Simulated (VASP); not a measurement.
Set up this calculation in VASP 6.6.1, as the native input.

- Task: electric field gradients
- Functional: LDA
- Potentials or basis: VASP PAW LDA potentials, release 64 (Y_sv, S)
- Cutoff: 520 eV
- k mesh: 8 × 8 × 8
- Occupations: fermi-dirac, width 0.01 eV
- Spin: no spin polarisation
- Dipole correction: no
- Further INCAR settings: ALGO = Normal; EDIFF = 1e-08; NBANDS = 16

The structure of YS lies in POSCAR:

```
YS
1.0
    0.0000000000      2.7710865000      2.7436500000
    2.7710865000      0.0000000000      2.7436500000
    2.7710865000      2.7710865000      0.0000000000
Y S
1 1
Direct
    0.5000000000      0.5000000000      0.5000000000
    0.0000000000      0.0000000000      0.0000000000
```

This cell differs from its parent crystal: equal xx and yy strain of +1 %.

The input as run:

INCAR

```
SYSTEM = YS
PREC = Accurate
ENCUT = 520
EDIFF = 1E-8
ISMEAR = -1
SIGMA = 0.01
LREAL = .FALSE.
LASPH = .TRUE.
NELM = 100
ALGO = Normal
ISIF = 2
LWAVE = .FALSE.
LCHARG = .FALSE.
GGA = CA
LEFG = .TRUE.
NBANDS = 16
```

KPOINTS

```
regular mesh
0
G
  8 8 8
  0 0 0
```

Potentials or basis: VASP PAW LDA potentials, release 64 (Y_sv, S).

The run is started by

```bash
$ cat potpaw_LDA.64/Y_sv/POTCAR potpaw_LDA.64/S/POTCAR > POTCAR
$ mpirun -np 1 vasp_std > vasp.out
```

Results of the run:

```yaml
Pressure: -5.5 GPa
Band_gap_on_the_k_mesh: zero (an odd number of electrons rules out a gap without spin polarisation)
Largest_electric_field_gradient_by_atom: Y -10.3; S -4.4 V/Å²
```

Caveat: the cell differs from its parent crystal (equal xx and yy strain of +1 %); the cell stands under tension; without QUAD_EFG the Cq values of the log hold for a quadrupole moment of 1 mb, not for the nuclei.

Run time: 80 s on 1 thread of Intel(R) Xeon(R) Platinum 8259CL CPU @ 2.50GHz (Skylake/Cascade Lake), with other jobs on the host, peak memory 0.19 GiB.
